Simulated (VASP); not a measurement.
A run of VASP 6.6.1 is set up as follows.

File INCAR:

```
SYSTEM = SrO
PREC = Accurate
ENCUT = 520
EDIFF = 1E-6
ISMEAR = 0
SIGMA = 0.01
LREAL = .False.
LASPH = .True.
NELM = 100
ALGO = Normal
ISIF = 2
LWAVE = .False.
LCHARG = .True.
GGA = RP
LELF = .True.
LVHAR = .True.
NBANDS = 15
```

The input KPOINTS:

```
Automatic mesh
0
Gamma
  3 3 3
  0 0 0
```

POSCAR

```
SrO
1.0
    0.0000000000      2.5663000000      2.5663000000
    2.5663000000      0.0000000000      2.5663000000
    2.5663000000      2.5663000000      0.0000000000
Sr O
1 1
Direct
    0.5000000000      0.5000000000      0.5000000000
    0.0000000000      0.0000000000      0.0000000000
```

Potentials or basis: VASP PAW PBE potentials, release 64 (Sr_sv, O).

Command:

```console
$ cat potpaw_PBE.64/Sr_sv/POTCAR potpaw_PBE.64/O/POTCAR > POTCAR
$ mpirun -np 1 vasp_std > vasp.out
```

**Question.** Predict the pressure.

**Answer.** 7.2 GPa.

**Question.** What does it give for the band gap on the k mesh?

**Answer.** 3.86 eV, indirect (least direct gap 3.99 eV).

Caveat: the k points lie up to 0.71 Å⁻¹ apart; the PAW data sets were made with another functional, which shifts forces and pressure a little. A k mesh can miss the band edges.
